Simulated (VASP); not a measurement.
Write the native input for VASP 6.6.1 that does the following.

```
Task                    : single point
Functional              : PBE
Potentials or basis     : VASP PAW PBE potentials, release 64 (Ca_sv, Se)
Cutoff                  : 520 eV
k mesh                  : 12 × 12 × 12
Occupations             : fermi-dirac, width 0.08 eV
Spin                    : no spin polarisation
Dipole correction       : no
k mesh for the DOS      : 18 × 18 × 18
Occupations for the DOS : tetrahedron
Further INCAR settings  : ALGO = Normal; EDIFF = 1e-06
```

CaSe (rocksalt type):

```
Ca Se
1.0
     0.00000    2.97897    2.97897
     2.97897    0.00000    2.97897
     2.97897    2.97897    0.00000
Ca Se
1 1
Cartesian
  0.0000 0.0000 0.0000
  2.9790 2.9790 2.9790
```

The input as run:

POSCAR

```
CaSe
1.0
    0.0000000000      2.9789654395      2.9789654395
    2.9789654395      0.0000000000      2.9789654395
    2.9789654395      2.9789654395      0.0000000000
Ca Se
1 1
Direct
    0.0000000000      0.0000000000      0.0000000000
    0.5000000000      0.5000000000      0.5000000000
```

INCAR.step1

```
  PREC = Accurate
  ENCUT = 520
  EDIFF = 1E-6
  ISMEAR = -1
  SIGMA = 0.08
  LREAL = False
  LASPH = True
  NELM = 100
  ALGO = Normal
  ISIF = 2
  LWAVE = False
  LCHARG = True
  GGA = PE
  NBANDS = 15
```

KPOINTS.step1

```
regular mesh
0
Gamma
  12 12 12
```

INCAR.step2

```
  PREC = Accurate
  ENCUT = 520
  EDIFF = 1E-6
  ISMEAR = -5
  SIGMA = 0.08
  LREAL = False
  LASPH = True
  NELM = 100
  ALGO = Normal
  ISIF = 2
  LWAVE = False
  LCHARG = False
  GGA = PE
  LORBIT = 10
  NEDOS = 2001
  ICHARG = 11
```

KPOINTS.step2

```
regular mesh
0
Gamma
  18 18 18
```

Potentials or basis: VASP PAW PBE potentials, release 64 (Ca_sv, Se).

Run with:

```console
$ cat potpaw_PBE.64/Ca_sv/POTCAR potpaw_PBE.64/Se/POTCAR > POTCAR
$ cp INCAR.step1 INCAR
$ cp KPOINTS.step1 KPOINTS
$ mpirun -np 1 vasp_std > vasp.out
$ cp INCAR.step2 INCAR
$ cp KPOINTS.step2 KPOINTS
$ mpirun -np 1 vasp_std > vasp.out
```

Results of the run:

| Property | Result |
| --- | --- |
| Valence electrons inside the program's atomic spheres | Ca 8.11; Se 3.92 |

Wall time 37 s on 1 thread of Intel(R) Xeon(R) 6975P-C (Granite Rapids), with other jobs on the host, peak memory 0.28 GiB.
